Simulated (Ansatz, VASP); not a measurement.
# One calculation of WF2, two programs

Contents of INCAR:

```
  PREC = Accurate
  ENCUT = 520
  EDIFF = 1E-6
  ISMEAR = 0
  SIGMA = 0.1
  LREAL = False
  LASPH = True
  NELM = 150
  ALGO = Fast
  ISIF = 2
  LWAVE = False
  LCHARG = False
  ISPIN = 2
  MAGMOM = 2.5 2.5 0 0 0 0
  LORBIT = 11
  LMAXMIX = 4
  GGA = PS
  NBANDS = 41
```

KPOINTS

```
regular mesh
0
Gamma
  8 8 14
```

File POSCAR:

```
WF2
1.0
    5.3647460659      0.0000000000      0.0000000000
    0.0000000000      5.3647460659      0.0000000000
    0.0000000000      0.0000000000      2.5977844294
W F
2 4
Direct
    0.0000000000      0.0000000000      0.0000000000
    0.5000000000      0.5000000000      0.5000000000
    0.2783836548      0.2783836548      0.0000000000
    0.7216163452      0.7216163452      0.0000000000
    0.7783836548      0.2216163452      0.5000000000
    0.2216163452      0.7783836548      0.5000000000
```

Input for Ansatz:

```yaml
crystal:
  lattice:
    - [5.3647460659, 0.0, 0.0]
    - [0.0, 5.3647460659, 0.0]
    - [0.0, 0.0, 2.5977844294]
  atoms:
    - { symbol: W, position: [0.0, 0.0, 0.0], spin: 2.5 }
    - { symbol: W, position: [0.5, 0.5, 0.5], spin: 2.5 }
    - { symbol: F, position: [0.2783836548, 0.2783836548, 0.0] }
    - { symbol: F, position: [0.7216163452, 0.7216163452, 0.0] }
    - { symbol: F, position: [0.7783836548, 0.2216163452, 0.5] }
    - { symbol: F, position: [0.2216163452, 0.7783836548, 0.5] }
basis:
  ecutwfc: 420
kpoints:
  mp_grid: { grid: [8, 8, 14] }
hamiltonian:
  xc: pbesol
scf:
  occupations: { method: gaussian, width: 0.1 }
  lower_state_search: "off"
output:
  forces: true
  stress: true
  eigenvalues: true
  populations: true
magnetization:
  spin_polarized: true
```

Alike in both runs: task single point; functional PBEsol; k mesh 8 × 8 × 14; occupations gaussian, width 0.1 eV; collinear spin.

|  | VASP | Ansatz |
| --- | --- | --- |
| version | VASP 6.6.1 | Ansatz 0.2.0 |
| potentials or method | VASP PAW PBE potentials, release 64 (W_sv, F), cutoff 520 eV | scalar-relativistic, plane waves, PAW |
| valence electrons in the cell | 56 | 56 |

Ansatz gave:

| Quantity | Value |
| --- | --- |
| gap on the k mesh at the Fermi level (eV) | none |
| pressure (GPa) | 7.8 |
| traceless stress, the component that is largest in VASP (GPa) | 1.10 |
| rms of the force components (eV/Å) | 0.064 |
| net moment per atom (μB) | 0.14 |
| size of the moment on the site where the two differ most (μB) | 0.20 |

Question: Estimate VASP's values.

Answer: gap on the k mesh at the Fermi level (eV): none; pressure (GPa): 9.1; traceless stress, the component that is largest in VASP (GPa): 1.11; rms of the force components (eV/Å): 0.092; net moment per atom (μB): 0.14; size of the moment on the site where the two differ most (μB): 0.32.

VASP's potentials were made for PBE, not for PBEsol. Site moments also hang on the region over which each program counts them. Atom by atom the forces differ by 0.027 eV/Å (rms over components). A gap of «none» marks a metal or a gap that the smearing closes.

Spin-orbit coupling is off throughout.
